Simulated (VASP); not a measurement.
# Au (Fm-3m) in VASP: single point with r2SCAN

Aim: the single point of Au with r2SCAN.

Program: VASP 6.6.1. These are calculated values, not measurements. Logs are shortened: lines on timing, memory, paths and dates and some standing lists are left out, and cuts for length are marked.

### 1 The cell of the first run

Symmetry: Fm-3m, No. 225, cubic system. Conventional cell: a = 4.124 Å, b = 4.124 Å, c = 4.124 Å, α = 90.00°, β = 90.00°, γ = 90.00°. Au (site symmetry m-3m) has 12 Au at 2.92 Å within 3.8 Å.

### 2 Single point, r2SCAN

Contents of POSCAR:

```
Au
1.0
    0.0000000000      2.0619632840      2.0619632840
    2.0619632840      0.0000000000      2.0619632840
    2.0619632840      2.0619632840      0.0000000000
Au
1
Direct
    0.0000000000      0.0000000000      0.0000000000
```

Contents of INCAR.step1:

```
SYSTEM = Au
PREC = Accurate
ENCUT = 520
ISMEAR = 0
SIGMA = 0.1
LREAL = .FALSE.
LASPH = .TRUE.
NELM = 100
NBANDS = 12
GGA = PE
ALGO = Normal
EDIFF = 1E-4
LWAVE = .TRUE.
LCHARG = .FALSE.
```

Contents of INCAR.step2:

```
SYSTEM = Au
PREC = Accurate
ENCUT = 520
EDIFF = 1E-6
ISMEAR = 0
SIGMA = 0.1
LREAL = .FALSE.
LASPH = .TRUE.
NELM = 100
ALGO = Normal
ISIF = 2
LWAVE = .FALSE.
LCHARG = .FALSE.
METAGGA = R2SCAN
LMIXTAU = .TRUE.
NBANDS = 12
ISTART = 1
```

Contents of KPOINTS:

```
Automatic mesh
0
G
  34 34 34
  0 0 0
```

Potentials or basis: VASP PAW PBE potentials, release 64 (Au).

On the command line:

```bash
> cat potpaw_PBE.64/Au/POTCAR > POTCAR
> cp INCAR.step1 INCAR
> mpirun -np 1 vasp_std > vasp.out
> cp INCAR.step2 INCAR
> mpirun -np 1 vasp_std > vasp.out
```

OUTCAR:

```text
SYSTEM = Au
   PREC = Accurate
   ENCUT = 520
   EDIFF = 1E-6
   ISMEAR = 0
   LREAL = .FALSE.
   LASPH = .TRUE.
   NELM = 100
   ISIF = 2
   METAGGA = R2SCAN
   ISTART = 1

 ion  position               nearest neighbor table
   1  0.000  0.000  0.000-

  LATTYP: Found a face centered cubic cell.
 ALAT       =     4.1239265680

  Lattice vectors:

 A1 = (   0.0000000000,   2.0619632840,   2.0619632840)
 A2 = (   2.0619632840,   0.0000000000,   2.0619632840)
 A3 = (   2.0619632840,   2.0619632840,   0.0000000000)

Analysis of symmetry for initial positions (statically):
=====================================================================
 Subroutine PRICEL returns:
 Original cell was already a primitive cell.

 Routine SETGRP: Setting up the symmetry group for a
 face centered cubic supercell.

 Subroutine GETGRP returns: Found 48 space group operations
 (whereof 48 operations were pure point group operations)
 out of a pool of 48 trial point group operations.

The static configuration has the point symmetry O_h .

Analysis of symmetry for dynamics (positions and initial velocities):
=====================================================================
 Subroutine PRICEL returns:
 Original cell was already a primitive cell.

 Routine SETGRP: Setting up the symmetry group for a
 face centered cubic supercell.

 Subroutine GETGRP returns: Found 48 space group operations
 (whereof 48 operations were pure point group operations)
 out of a pool of 48 trial point group operations.

The dynamic configuration has the point symmetry O_h .

 Subroutine INISYM returns: Found 48 space group operations
 (whereof 48 operations are pure point group operations),
 and found     1 'primitive' translations

----------------------------------------------------------------------------------------

                                     Primitive cell

  volume of cell :      17.5337

  direct lattice vectors                    reciprocal lattice vectors
     0.000000000  2.061963284  2.061963284    -0.242487344  0.242487344  0.242487344
     2.061963284  0.000000000  2.061963284     0.242487344 -0.242487344  0.242487344
     2.061963284  2.061963284  0.000000000     0.242487344  0.242487344 -0.242487344

  length of vectors
     2.916056441  2.916056441  2.916056441     0.420000400  0.420000400  0.420000400

  position of ions in fractional coordinates (direct lattice)
     0.000000000  0.000000000  0.000000000

  ion indices of the primitive-cell ions
   primitive index   ion index
                 1           1

----------------------------------------------------------------------------------------

 KPOINTS: Automatic mesh

Automatic generation of k-mesh.
 Grid dimensions read from file:
 generate k-points for:   34   34   34

 Generating k-lattice:

  Cartesian coordinates                     Fractional coordinates (reciprocal lattice)
    -0.007131981  0.007131981  0.007131981     0.029411765  0.000000000  0.000000000
     0.007131981 -0.007131981  0.007131981     0.000000000  0.029411765  0.000000000
     0.007131981  0.007131981 -0.007131981     0.000000000  0.000000000  0.029411765

  Length of vectors
     0.012352953  0.012352953  0.012352953

  Shift w.r.t. Gamma in fractional coordinates (k-lattice)
     0.000000000  0.000000000  0.000000000

 Subroutine IBZKPT returns following result:
 ===========================================

 Found   1059 irreducible k-points:

 Following reciprocal coordinates:
            Coordinates               Weight
  0.000000  0.000000  0.000000      1.000000
  0.029412  0.000000  0.000000      8.000000
  0.058824  0.000000  0.000000      8.000000
  0.088235  0.000000  0.000000      8.000000
  0.117647  0.000000  0.000000      8.000000
  0.147059  0.000000  0.000000      8.000000
[... 16 lines left out ...]
  0.147059  0.029412  0.000000     24.000000
  0.176471  0.029412  0.000000     24.000000
 [... further k-points ...]
   k-points           NKPTS =   1059   k-points in BZ     NKDIM =   1059   number of bands    NBANDS=     12
   number of dos      NEDOS =    301   number of ions     NIONS =      1
   total plane-waves  NPLWV =  13824
   dimension x,y,z NGX =    24 NGY =   24 NGZ =   24
   dimension x,y,z NGXF=    48 NGYF=   48 NGZF=   48
   ions per type =               1
   NGX,Y,Z   is equivalent  to a cutoff of  13.68, 13.68, 13.68 a.u.
   NGXF,Y,Z  is equivalent  to a cutoff of  27.37, 27.37, 27.37 a.u.
 SYSTEM =  Au
   PREC   = accura    normal or accurate (medium, high low for compatibility)
   ISTART =      1    job   : 0-new  1-cont  2-samecut
   ICHARG =      0    charge: 1-file 2-atom 10-const
   ISPIN  =      1    spin polarized calculation?
   LNONCOLLINEAR =      F non collinear calculations
   LSORBIT =      F    spin-orbit coupling
   LASPH  =      T    aspherical Exc in radial PAW
   ENCUT  =  520.0 eV  38.22 Ry    6.18 a.u.   5.42  5.42  5.42*2*pi/ulx,y,z
   NELM   =    100;   NELMIN=  2; NELMDL=  0     # of ELM steps
   EDIFF  = 0.1E-05   stopping-criterion for ELM
   LREAL  =      F    real-space projection
   EDIFFG = 0.1E-04   stopping-criterion for IOM
   NSW    =      0    number of steps for IOM
   IBRION =     -1    ionic relax: 0-MD 1-quasi-New 2-CG
   NFREE  =      0    steps in history (QN), initial steepest desc. (CG)
   ISIF   =      2    stress and relaxation
   ISYM   =      2    0-nonsym 1-usesym 2-fastsym
   POTIM  = 0.5000    time-step for ionic-motion
   TEBEG  =    0.0;   TEEND  =   0.0 temperature during run
   PSTRESS=    0.0 pullay stress
   NELECT =      11.0000    total number of electrons
   NUPDOWN=      -1.0000    fix difference up-down
   EMIN   =  10.00;   EMAX   =-10.00  energy-range for DOS
   EFERMI =   0.00;   METHOD = LEGACY
   ISMEAR =     0;   SIGMA  =   0.10  broadening in eV -4-tet -1-fermi 0-gaus
   EFERMI_NEDOS =   21; number of points for ismear=-14 and -15
   IALGO  =     38    algorithm
   IMIX   =      4    mixing-type and parameters
     AMIX     =   0.40;   BMIX     =  1.00
     AMIX_MAG =   1.60;   BMIX_MAG =  1.00
  volume/ion in A,a.u.               =      17.53       118.32
  Fermi-wavevector in a.u.,A,eV,Ry     =   1.401462  2.648380 26.723162  1.964097
  Thomas-Fermi vector in A             =   2.524321
   LORBIT       =      0    0 simple, 1 ext, 2 COOP (PROOUT), +10 PAW based schemes
   METAGGA = R2SCAN    functional components
   LHFCALC =     F    Hartree Fock is set to
   AEXX    =    0.0000 exact exchange contribution
   IVDW    =     0    specifies the selected vdW correction
   LEPSILON=     F    determine dielectric tensor
   LRPA    =     F    only Hartree local field effects (RPA)
 non-spin polarized calculation
 Gauss-broadening in eV      SIGMA  =   0.10
  energy-cutoff  :      520.00
  volume of cell :       17.53
 maximum number of plane-waves:       495
 NGX is ok and might be reduce to    24
   NGX = 11   NGY = 11   NGZ = 11

 number of electron      11.0000001 magnetization

 Free energy of the ion-electron system (eV)
  ---------------------------------------------------
  ext. energy  EPLUGINS =         0.00000000
  ---------------------------------------------------
  free energy    TOTEN  =       -50.59597233 eV

  energy without entropy =      -50.59471864  energy(sigma->0) =      -50.59534548

 E-fermi :   8.9149     XC(G=0): -13.4283

 val. band max:        8.9051713214   @ k =   0.4706   0.3824   0.0294
 cond. band min:       8.9156882254   @ k =   0.5000   0.2647   0.0882
 fundamental gap:      0.0105169040
 Fermi energy:         8.9149201322

 k-point     1 :       0.0000    0.0000    0.0000
  band No.  band energies     occupation
      1      -0.9236      2.00000
      2       4.0654      2.00000
      3       4.0654      2.00000
      4       4.0654      2.00000
      5       5.5222      2.00000
      6       5.5222      2.00000
      7      24.2129      0.00000
      8      28.1330      0.00000
      9      28.1330      0.00000
     10      28.1330      0.00000
     11      33.3142      0.00000
     12      37.4655      0.00000

 k-point     2 :       0.0294    0.0000    0.0000
  band No.  band energies     occupation
      1      -0.8929      2.00000
      2       4.0556      2.00000
      3       4.0759      2.00000
      4       4.0759      2.00000
      5       5.5174      2.00000
      6       5.5174      2.00000
      7      24.2478      0.00000
      8      27.9082      0.00000
      9      28.1670      0.00000
     10      28.1670      0.00000
     11      33.5135      0.00000
     12      36.9281      0.00000

 k-point     3 :       0.0588    0.0000    0.0000
  band No.  band energies     occupation
      1      -0.8013      2.00000
      2       4.0278      2.00000
      3       4.1066      2.00000
      4       4.1066      2.00000
      5       5.5042      2.00000
      6       5.5042      2.00000
      7      24.3466      0.00000
      8      27.3251      0.00000
      9      28.2672      0.00000
     10      28.2672      0.00000
     11      33.9248      0.00000
     12      36.1248      0.00000
[... 286 lines left out ...]
 k-point    23 :       0.1471    0.0294    0.0000
  band No.  band energies     occupation
      1      -0.2554      2.00000
      2       3.8806      2.00000
      3       4.2646      2.00000
      4       4.2732      2.00000
      5       5.3891      2.00000
      6       5.5381      2.00000
      7      24.4373      0.00000
      8      25.3674      0.00000
      9      28.3970      0.00000
     10      29.0483      0.00000
     11      32.5975      0.00000
     12      34.6270      0.00000

 k-point    24 :       0.1765    0.0294    0.0000
  band No.  band energies     occupation
      1       0.0246      2.00000
      2       3.8407      2.00000
      3       4.3187      2.00000
      4       4.3255      2.00000
      5       5.3895      2.00000
      6       5.5628      2.00000
      7      23.6106      0.00000
      8      25.3228      0.00000
      9      28.5291      0.00000
     10      29.4079      0.00000
     11      31.8485      0.00000
     12      34.0186      0.00000

 [... further k-points ...]
[... 5 lines left out ...]
  --------------------------------------------------------------------------------------
  -------------------------------------------------------------------------------------
  Total        0.0314148      0.0314148      0.0314148     -0.0000000      0.0000000      0.0000000
  in kB        2.8706003      2.8706003      2.8706003     -0.0000000      0.0000000      0.0000000
  external PRESSURE =       2.8706003 kB  Pullay stress =       0.0000000 kB

 VOLUME and BASIS-vectors are now :
 -----------------------------------------------------------------------------
  energy-cutoff  :      520.00
  volume of cell :       17.53
      direct lattice vectors                 reciprocal lattice vectors
     0.000000000  2.061963284  2.061963284    -0.242487344  0.242487344  0.242487344
     2.061963284  0.000000000  2.061963284     0.242487344 -0.242487344  0.242487344
     2.061963284  2.061963284  0.000000000     0.242487344  0.242487344 -0.242487344

 POSITION                                       TOTAL-FORCE (eV/Angst)
 -----------------------------------------------------------------------------------
      0.00000      0.00000      0.00000         0.000000      0.000000      0.000000
 -----------------------------------------------------------------------------------
    total drift:                               -0.000000      0.000000     -0.000000

  FREE ENERGIE OF THE ION-ELECTRON SYSTEM (eV)
  ---------------------------------------------------
  free  energy   TOTEN  =       -50.5959723297 eV

  energy  without entropy=      -50.5947186395  energy(sigma->0) =      -50.59534548
```

It took 8.2 min on 1 thread of Intel Xeon Platinum 8259CL at 2.50GHz (Skylake/Cascade Lake), shared host; peak memory 0.33 GiB.

Results:

```yaml
Free_energy: -50.5960 eV
Pressure: 0.3 GPa
Band_gap_on_the_k_mesh: zero (an odd number of electrons rules out a gap without spin polarisation)
```

Caveat: the PAW data sets were made with another functional, which shifts forces and pressure a little; spin-orbit coupling is left out, which moves the levels of the heavy elements.
